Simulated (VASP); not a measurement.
# Co in VASP: further runs, part 2 of 2

VASP 6.6.1.

## Step 3: Single point, PBE, collinear spin, ferromagnetic start

This run uses another cell than the first one: it holds 2 atoms, not 1.

Contents of INCAR:

```
PREC = Accurate
ENCUT = 520
EDIFF = 1E-6
ISMEAR = -1
SIGMA = 0.1
LREAL = False
LASPH = True
NELM = 150
ALGO = Normal
ISIF = 2
LWAVE = False
LCHARG = True
ISPIN = 2
MAGMOM = -1.666 -1.666
LORBIT = 11
LMAXMIX = 4
GGA = PE
LELF = True
LVHAR = True
NBANDS = 20
```

Contents of KPOINTS:

```
regular mesh
0
Gamma
  7 7 5
```

Contents of POSCAR:

```
Co
1.0
    2.4430857740      0.0000000000      0.0000000000
    0.0000000000      2.4430857740      0.0000000000
    0.0000000000      0.0000000000      3.4532984674
Co
2
Direct
    0.0000000000      0.0000000000      0.0000000000
    0.5000000000      0.5000000000      0.5000000000
```

Potentials or basis: VASP PAW PBE potentials, release 64 (Co).

Run with:

```
$ cat potpaw_PBE.64/Co/POTCAR > POTCAR
$ mpirun -np 1 vasp_std > vasp.out
```

OUTCAR:

```text
PREC = Accurate
   ENCUT = 520
   EDIFF = 1E-6
   ISMEAR = -1
   LREAL = False
   LASPH = True
   NELM = 150
   ISIF = 2
   ISPIN = 2
   LORBIT = 11
   GGA = PE

 ion  position               nearest neighbor table
   1  0.000  0.000  0.000-   2 2.44   2 2.44   2 2.44   2 2.44   2 2.44   2 2.44   2 2.44   2 2.44

   2  0.500  0.500  0.500-   1 2.44   1 2.44   1 2.44   1 2.44   1 2.44   1 2.44   1 2.44   1 2.44

  LATTYP: Found a simple tetragonal cell.
 ALAT       =     2.4430857740
 C/A-ratio  =     1.4134986598

[... 1352 lines left out ...]
  external PRESSURE =     127.2155012 kB  Pullay stress =       0.0000000 kB

 VOLUME and BASIS-vectors are now :
 -----------------------------------------------------------------------------
  energy-cutoff  :      520.00
  volume of cell :       20.61
      direct lattice vectors                 reciprocal lattice vectors
     2.443085774  0.000000000  0.000000000     0.409318416  0.000000000  0.000000000
     0.000000000  2.443085774  0.000000000     0.000000000  0.409318416  0.000000000
     0.000000000  0.000000000  3.453298467     0.000000000  0.000000000  0.289578213

 POSITION                                       TOTAL-FORCE (eV/Angst)
 -----------------------------------------------------------------------------------
      0.00000      0.00000      0.00000         0.000000     -0.000000      0.000000
      1.22154      1.22154      1.72665        -0.000000      0.000000      0.000000
 -----------------------------------------------------------------------------------
    total drift:                                0.000000     -0.000000     -0.000000

  FREE ENERGIE OF THE ION-ELECTRON SYSTEM (eV)
  ---------------------------------------------------
  free  energy   TOTEN  =       -14.0228648448 eV

  energy  without entropy=      -13.9459447244  energy(sigma->0) =      -13.98440478

 total charge

# of ion       s       p       d       tot
------------------------------------------
    1        0.512   0.569   7.296   8.378
    2        0.512   0.569   7.296   8.378
--------------------------------------------------
tot          1.024   1.139  14.593  16.756

 magnetization (x)

# of ion       s       p       d       tot
------------------------------------------
    1        0.014   0.051  -1.646  -1.580
    2        0.014   0.051  -1.646  -1.580
--------------------------------------------------
tot          0.029   0.103  -3.292  -3.161
```

It took 23 s on 1 thread of Intel Xeon Platinum 8375C at 2.90GHz (Ice Lake), shared host; peak memory 0.13 GiB.

What came out:

```
Free energy                                           : -14.0229 eV
Pressure                                              : 12.7 GPa
Net moment                                            : -3.14 μB per cell
Site moments                                          : Co -1.58 μB
Valence electrons inside the program's atomic spheres : Co 8.38
```

Caveat: the k points lie up to 0.37 Å⁻¹ apart.

## Step 4: Single point, PBE

This run uses another cell than the first one, of 10.34 Å³/atom, 0.946 times its volume.

Contents of INCAR:

```
ALGO = Normal
EDIFF = 1E-6
ENCUT = 520
GGA = PE
ISIF = 2
ISMEAR = -1
LASPH = True
LCHARG = False
LREAL = False
LWAVE = False
NBANDS = 10
NELM = 60
PREC = Accurate
SIGMA = 0.1
```

Contents of KPOINTS:

```
k-points
0
Gamma
  8 8 8
```

Contents of POSCAR:

```
Co
1.0
    0.0000000000      1.7289085811      1.7289085811
    1.7289085811      0.0000000000      1.7289085811
    1.7289085811      1.7289085811      0.0000000000
Co
1
Direct
    0.0000000000      0.0000000000      0.0000000000
```

Run with:

```
$ cat potpaw_PBE.64/Co/POTCAR > POTCAR
$ mpirun -np 1 vasp_std > vasp.out
```

Run time: 7.8 s. Hardware: 1 thread of AMD EPYC 7R13, shared host; peak memory 0.09 GiB.

It converged, with:

* Free energy: -6.8612 eV
* Pressure: -0.2 GPa

Levels at points of the mesh, in eV from the Fermi level:
| k point | band 1 | band 2 | band 3 | band 4 | band 5 | band 6 | band 7 | band 8 |
| --- | --- | --- | --- | --- | --- | --- | --- | --- |
| (0.00, 0.00, 0.00) | -9.12 | -1.93 | -1.93 | -1.93 | -0.59 | -0.59 | 23.46 | 28.42 |
| (0.50, 0.00, 0.00) | -4.86 | -2.00 | -2.00 | -0.16 | 0.32 | 0.32 | 7.16 | 22.04 |
| (0.50, 0.50, 0.00) | -4.83 | -4.16 | 0.30 | 0.55 | 0.55 | 2.78 | 10.67 | 15.65 |

Caveat: the k points lie up to 0.39 Å⁻¹ apart; the run has no spin polarisation, though such a crystal can be magnetic.

## Step 5: Overview

```tsv
spin	cell	k mesh	gap on the mesh (eV)	pressure (GPa)	moment (μB)
collinear, ferromagnetic start	a = 2.491 Å, angles 60.0°, 1 atom	8 × 8 × 8	none	0.0	1.69
collinear, ferromagnetic start	a = 2.443, b = 2.443, c = 3.453 Å, 2 atoms	7 × 7 × 5	none	12.7	3.14
off	a = 2.445 Å, angles 60.0°, 1 atom	8 × 8 × 8	none	-0.2	-
```

Alike in all rows: task single point; level PBE; potentials or basis VASP PAW PBE potentials, release 64 (Co); cutoff (eV) 520; smearing fermi-dirac 0.1 eV.

Caveats: all runs use coarse meshes.

Total energies depend on the potentials used, so only differences within one code and one set of settings carry meaning.
